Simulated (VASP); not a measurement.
Here is a VASP 6.6.1 calculation.

The input INCAR:

```
ALGO = Normal ; EDIFF = 1E-6
ENCUT = 520 ; GGA = PE
ISIF = 2 ; ISMEAR = -1
LASPH = T ; LCHARG = F
LREAL = F ; LWAVE = F
NBANDS = 36 ; NELM = 60
PREC = Accurate ; SIGMA = 0.02
```

The input KPOINTS:

```
k-points
0
Gamma
  6 6 6
```

The input POSCAR:

```
In3SbAs2
1.0
   -2.2197063833      2.2197063833      9.3994097859
    2.2197063833     -2.2197063833      9.3994097859
    2.2197063833      2.2197063833     -9.3994097859
As In Sb
2 3 1
Direct
    0.1705848531      0.1705848531      0.0000000000
    0.8294151469      0.8294151469      0.0000000000
    0.7500000000      0.2500000000      0.5000000000
    0.4089956032      0.9089956032      0.5000000000
    0.0910043968      0.5910043968      0.5000000000
    0.5000000000      0.5000000000      0.0000000000
```

Potentials or basis: VASP PAW PBE potentials, release 64 (As, In_d, Sb).

The run is started by

```bash
$ cat potpaw_PBE.64/As/POTCAR potpaw_PBE.64/In_d/POTCAR potpaw_PBE.64/Sb/POTCAR > POTCAR
$ mpirun -np 1 vasp_std > vasp.out
```

(1) What does it give for the largest force?

(2) Predict the pressure.

## Answers

(1) 0.003 eV/Å.

(2) 1.5 GPa.
